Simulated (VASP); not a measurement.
Write the native input for VASP 6.6.1 that does the following.

```
Task                               : single point
Functional                         : HSE06
Potentials or basis                : VASP PAW PBE potentials, release 64 (Ca_sv, Se)
Cutoff                             : 520 eV
k mesh                             : 4 × 4 × 4
Occupations                        : gaussian, width 0.01 eV
Spin                               : no spin polarisation
Dipole correction                  : no
Grid for exact exchange (PRECFOCK) : Normal
Further INCAR settings             : ALGO = Normal; EDIFF = 1e-06; NBANDS = 15
Share of exact exchange            : 0.25
Screening parameter                : 0.2079 1/Å
```

CaSe:

```xyz
2
Lattice="0.0000 2.9675 2.9675 2.9675 0.0000 2.9675 2.9675 2.9675 0.0000" Properties=species:S:1:pos:R:3 pbc="T T T"
Ca    0.0000    0.0000    0.0000
Se    2.9675    2.9675    2.9675
```

These files were run (other wordings do the same):

POSCAR

```
CaSe
1.0
    0.0000000000      2.9675351113      2.9675351113
    2.9675351113      0.0000000000      2.9675351113
    2.9675351113      2.9675351113      0.0000000000
Ca Se
1 1
Direct
    0.0000000000      0.0000000000      0.0000000000
    0.5000000000      0.5000000000      0.5000000000
```

INCAR.step1

```
PREC = Accurate
ENCUT = 520
EDIFF = 1E-5
ISMEAR = 0
SIGMA = 0.01
LREAL = F
LASPH = T
NELM = 80
ALGO = Normal
ISIF = 2
LWAVE = T
LCHARG = F
NBANDS = 15
GGA = PE
```

INCAR.step2

```
PREC = Accurate
ENCUT = 520
EDIFF = 1E-6
ISMEAR = 0
SIGMA = 0.01
LREAL = F
LASPH = T
NELM = 80
ALGO = Normal
ISIF = 2
LWAVE = F
LCHARG = F
GGA = PE
LHFCALC = T
HFSCREEN = 0.2079
PRECFOCK = Normal
NBANDS = 15
ISTART = 1
```

KPOINTS

```
Automatic mesh
0
Gamma
  4 4 4
```

Potentials or basis: VASP PAW PBE potentials, release 64 (Ca_sv, Se).

Launch:

```console
$ cat potpaw_PBE.64/Ca_sv/POTCAR potpaw_PBE.64/Se/POTCAR > POTCAR
$ cp INCAR.step1 INCAR
$ mpirun -np 1 vasp_std > vasp.out
$ cp INCAR.step2 INCAR
$ mpirun -np 1 vasp_std > vasp.out
```

Results of the run:

- Pressure: 0.3 GPa
- Band gap on the k mesh: 3.01 eV (least direct gap 4.04 eV)

Caveat: the k points lie up to 0.46 Å⁻¹ apart; the PAW data sets were made with another functional, which shifts forces and pressure a little.

Run time: 4 min on 1 thread of Intel(R) Xeon(R) Platinum 8488C (Sapphire Rapids), with other jobs on the host, peak memory 0.27 GiB.
